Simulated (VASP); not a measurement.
Wanted: the native input for a VASP 6.6.1 run.

* Task: single point
* Functional: PBE
* Potentials or basis: VASP PAW PBE potentials, release 64 (Al, Cl)
* Cutoff: 520 eV
* k mesh: 12 × 12 × 8
* Occupations: gaussian, width 0.1 eV
* Spin: no spin polarisation
* Dipole correction: no
* Further INCAR settings: ALGO = Normal; EDIFF = 1e-06; NBANDS = 18

The structure of Al4Cl lies in POSCAR:

```
Al4Cl
1.0
    4.9814684916      0.0000000000      0.0000000000
   -2.4907342458      4.3140782619      0.0000000000
    0.0000000000      0.0000000000      5.2510893282
Al Cl
4 1
Direct
    0.3333333333      0.6666666667      0.2475996353
    0.6666666667      0.3333333333      0.2475996353
    0.3333333333      0.6666666667      0.7524003647
    0.6666666667      0.3333333333      0.7524003647
    0.0000000000      0.0000000000      0.5000000000
```

The input as run:

INCAR

```
SYSTEM = Al4Cl
PREC = Accurate ; ENCUT = 520
EDIFF = 1E-6 ; ISMEAR = 0
SIGMA = 0.1 ; LREAL = .False.
LASPH = .True. ; NELM = 100
ALGO = Normal ; ISIF = 2
LWAVE = .False. ; LCHARG = .False.
GGA = PE ; NBANDS = 18
```

KPOINTS

```
regular mesh
0
Gamma
  12 12 8
  0 0 0
```

Potentials or basis: VASP PAW PBE potentials, release 64 (Al, Cl).

The run is started by

```bash
$ cat potpaw_PBE.64/Al/POTCAR potpaw_PBE.64/Cl/POTCAR > POTCAR
$ mpirun -np 1 vasp_std > vasp.out
```

Results of the run:

```
Pressure      : 0.0 GPa
Largest force : 0.004 eV/Å
```

Caveat: an odd number of electrons without spin polarisation forces a metal; a magnetic or distorted state may lie lower.

It took 69 s on 1 thread of Intel(R) Xeon(R) 6975P-C (Granite Rapids), on a shared host, peak memory 0.33 GiB.
